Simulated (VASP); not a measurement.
A run of VASP 6.6.1 is set up as follows.

INCAR

```
SYSTEM = AlRu
ALGO     = Normal         ! electronic algorithm
EDIFF    = 1E-8           ! SCF threshold, eV
ENCUT    = 520            ! plane-wave cutoff, eV
IBRION   = 8              ! ionic algorithm
ISIF     = 2              ! what is computed and relaxed
ISMEAR   = 0              ! smearing method
LASPH    = .TRUE.         ! aspherical terms in the spheres
LCHARG   = .FALSE.        ! write CHGCAR
LREAL    = .FALSE.        ! projectors in reciprocal space
LWAVE    = .FALSE.        ! write WAVECAR
NELM     = 100            ! most SCF steps
NSW      = 1              ! ionic steps
PREC     = Accurate       ! precision mode
SIGMA    = 0.1            ! smearing width, eV
```

Contents of KPOINTS:

```
k-points
0
G
  10 10 10
  0 0 0
```

POSCAR

```
AlRu
1.0
    2.9916000000      0.0000000000      0.0000000000
    0.0000000000      2.9916000000      0.0000000000
    0.0000000000      0.0000000000      2.9916000000
Al Ru
1 1
Direct
    0.0000000000      0.0000000000      0.0000000000
    0.5000000000      0.5000000000      0.5000000000
```

Potentials or basis: VASP PAW LDA potentials, release 64 (Al, Ru_pv).

The run is started by

```console
$ cat potpaw_LDA.64/Al/POTCAR potpaw_LDA.64/Ru_pv/POTCAR > POTCAR
$ mpirun -np 1 vasp_std > vasp.out
```

Estimate the highest phonon frequency at Γ.

304 cm⁻¹.

Phonon frequencies in cm⁻¹ (negative: imaginary):
```csv
q point,frequencies
"(0.000, 0.000, 0.000)",0 0 0 304 304 304
```

Caveat: the cell stands under pressure or tension, which shifts response properties.
